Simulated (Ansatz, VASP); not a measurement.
# One calculation of SiC, two programs

```
CELL_PARAMETERS angstrom
2.94970 0.00000 0.00000
-1.47485 2.55452 0.00000
0.00000 0.00000 9.58890
ATOMIC_POSITIONS crystal
Si 0.66667 0.33333 0.93784
Si 0.33333 0.66667 0.43784
Si 0.00000 0.00000 0.68790
Si 0.00000 0.00000 0.18790
C 0.66667 0.33333 0.74981
C 0.33333 0.66667 0.24981
C 0.00000 0.00000 0.50045
C 0.00000 0.00000 0.00045
```

Alike in both runs: task single point; functional PBE; k mesh 12 × 12 × 4; occupations gaussian, width 0.05 eV; no spin polarisation.

|  | VASP | Ansatz |
| --- | --- | --- |
| version | VASP 6.6.1 | Ansatz 0.2.0 |
| potentials or method | VASP PAW PBE potentials, release 64 (Si, C), cutoff 520 eV | scalar-relativistic, plane waves, PAW |
| valence electrons in the cell | 32 | 32 |

|  | VASP | Ansatz | Ansatz less VASP |
| --- | --- | --- | --- |
| gap on the k mesh at the Fermi level (eV) | 2.27 | 2.27 | +0.003 |
| least direct gap on the mesh (eV) | 3.39 | 3.40 | +0.007 |
| rms of the force components (eV/Å) | 0.077 | 0.077 | +0.0003 |

Atom by atom the forces differ by 0.001 eV/Å (rms over components).
